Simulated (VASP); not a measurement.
## Ga: relaxation of the atoms with PBE

The system is Ga, a sheet with vacuum.

```
Ga
1.0
     4.33047    0.00000    0.00000
    -2.16523    3.75030    0.00000
     0.00000    0.00000   23.80000
Ga
2
Direct
  0.33333 0.66667 0.29412
  0.66667 0.33333 0.29412
```

```json
{"Program": "VASP 6.6.1", "Task": "relaxation of the atoms", "Functional": "PBE", "Potentials or basis": "VASP PAW PBE potentials, release 64 (Ga_d)", "Cutoff": "520 eV", "k mesh": "7 × 7 × 1", "Occupations": "fermi-dirac, width 0.05 eV", "Spin": "no spin polarisation", "Dipole correction": "yes", "Further INCAR settings": "ALGO = Normal; EDIFF = 1e-06; IBRION = 2; EDIFFG = -0.005; NSW = 80"}
```

* Band gap on the k mesh: zero (bands 13 and 14 overlap by 1.25 eV)

Final structure:
```cif
data_structure
_symmetry_space_group_name_H-M 'P 1'
_symmetry_Int_Tables_number 1
_cell_length_a 4.3305
_cell_length_b 4.3305
_cell_length_c 23.8000
_cell_angle_alpha 90.000
_cell_angle_beta 90.000
_cell_angle_gamma 120.000
_cell_volume 386.53
loop_
_atom_site_label
_atom_site_type_symbol
_atom_site_fract_x
_atom_site_fract_y
_atom_site_fract_z
_atom_site_occupancy
Ga1 Ga 0.33333 0.66667 0.29412 1
Ga2 Ga 0.66667 0.33333 0.29412 1
```

Levels at points of the mesh, in eV from the Fermi level:
```csv
k point,band 9,band 10,band 11,band 12,band 13,band 14,band 15,band 16,band 17
"(0.00, 0.00, 0.00)",-14.51,-14.51,-8.18,-0.90,1.28,1.28,1.63,3.43,4.17
```

Wall time 3.9 min on 1 thread of Oxide Virtual Turin-like Processor (shared host), peak memory 0.43 GiB.
